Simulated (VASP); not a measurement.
Wanted: the native input for a VASP 6.6.1 run.

```yaml
Task: relaxation of cell and atoms
Functional: PBEsol
Potentials_or_basis: VASP PAW PBE potentials, release 64 (Ge_d)
Cutoff: 600 eV
k_mesh: 7 × 7 × 7
Occupations: fermi-dirac, width 0.05 eV
Spin: no spin polarisation
Dipole_correction: no
Further_INCAR_settings: ALGO = Normal; EDIFF = 1e-06; IBRION = 2; EDIFFG = -0.02; NSW = 80; ISIF = 3
```

The structure of Ge lies in POSCAR:

```
Ge
1.0
    0.0000000000      2.8289100000      2.8289100000
    2.8289100000      0.0000000000      2.8289100000
    2.8289100000      2.8289100000      0.0000000000
Ge
2
Direct
    0.0000000000      0.0000000000      0.0000000000
    0.2500000000      0.2500000000      0.2500000000
```

The input as run:

INCAR

```
SYSTEM = Ge
PREC = Accurate
ENCUT = 600
EDIFF = 1E-6
ISMEAR = -1
SIGMA = 0.05
LREAL = .False.
LASPH = .True.
NELM = 60
ALGO = Normal
ISIF = 3
LWAVE = .False.
LCHARG = .False.
GGA = PS
IBRION = 2
NSW = 80
EDIFFG = -0.02
```

KPOINTS

```
Automatic mesh
0
Gamma
  7 7 7
  0 0 0
```

Potentials or basis: VASP PAW PBE potentials, release 64 (Ge_d).

Launch:

```bash
$ cat potpaw_PBE.64/Ge_d/POTCAR > POTCAR
$ mpirun -np 1 vasp_std > vasp.out
```

It gave:

```json
{
  "Relaxed volume": "22.91 Å³/atom",
  "Relaxed cell": "a = 4.017 Å, b = 4.017 Å, c = 4.017 Å, α = 60.00°, β = 60.00°, γ = 60.00°",
  "Space group after relaxing (to 0.1 Å)": "Fd-3m (No. 227)",
  "Energy gained by relaxing": "0.4 meV/atom",
  "Ionic steps": "2",
  "Pressure after relaxing": "0.0 GPa",
  "Band gap on the k mesh": "zero (filled and empty bands touch)"
}
```

Caveat: semilocal functionals underestimate gaps, so a narrow gap can read as zero; the PAW data sets were made with another functional, which shifts forces and pressure a little.

Run time: 26 s on 1 thread of Intel Xeon 8259CL, on a shared host, peak memory 0.18 GiB.
